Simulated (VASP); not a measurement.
Wanted: the native input for a VASP 6.6.1 run.

```
Task                   : single point
Functional             : PBEsol
Potentials or basis    : VASP PAW PBE potentials, release 64 (Pt)
Cutoff                 : 520 eV
k mesh                 : 20 × 20 × 20
Occupations            : gaussian, width 0.15 eV
Spin                   : no spin polarisation
Dipole correction      : no
Further INCAR settings : ALGO = Normal; EDIFF = 1e-06; NBANDS = 11
```

The structure of Pt lies in POSCAR:

```
Pt
1.0
    0.0000000000      1.9872685000      1.9285315000
    1.9872685000      0.0000000000      1.9285315000
    1.9872685000      1.9872685000      0.0000000000
Pt
1
Direct
    0.0000000000      0.0000000000      0.0000000000
```

This cell differs from its parent crystal: strain +0.015 along x and y, -0.015 along z.

The input as run:

INCAR

```
PREC     = Accurate       # precision mode
ENCUT    = 520            # plane-wave cutoff, eV
EDIFF    = 1E-6           # SCF threshold, eV
ISMEAR   = 0              # smearing method
SIGMA    = 0.15           # smearing width, eV
LREAL    = F              # projectors in reciprocal space
LASPH    = T              # aspherical terms in the spheres
NELM     = 100            # most SCF steps
ALGO     = Normal         # electronic algorithm
ISIF     = 2              # what is computed and relaxed
LWAVE    = F              # write WAVECAR
LCHARG   = F              # write CHGCAR
GGA      = PS             # functional
NBANDS   = 11             # bands
```

KPOINTS

```
Automatic mesh
0
Gamma
  20 20 20
```

Potentials or basis: VASP PAW PBE potentials, release 64 (Pt).

Run with:

```sh
$ cat potpaw_PBE.64/Pt/POTCAR > POTCAR
$ mpirun -np 1 vasp_std > vasp.out
```

It gave:

```
Pressure               : -3.8 GPa
Band gap on the k mesh : zero (band 5 reaches 11.52 eV, above the bottom of band 6 at 9.21 eV)
```

Caveat: the cell differs from its parent crystal (strain +0.015 along x and y, -0.015 along z); the PAW data sets were made with another functional, which shifts forces and pressure a little; spin-orbit coupling is left out, which moves the levels of the heavy elements.

Run time: 63 s on 1 thread of Intel(R) Xeon(R) Platinum 8259CL CPU @ 2.50GHz (Skylake/Cascade Lake), on a shared host, peak memory 0.24 GiB.
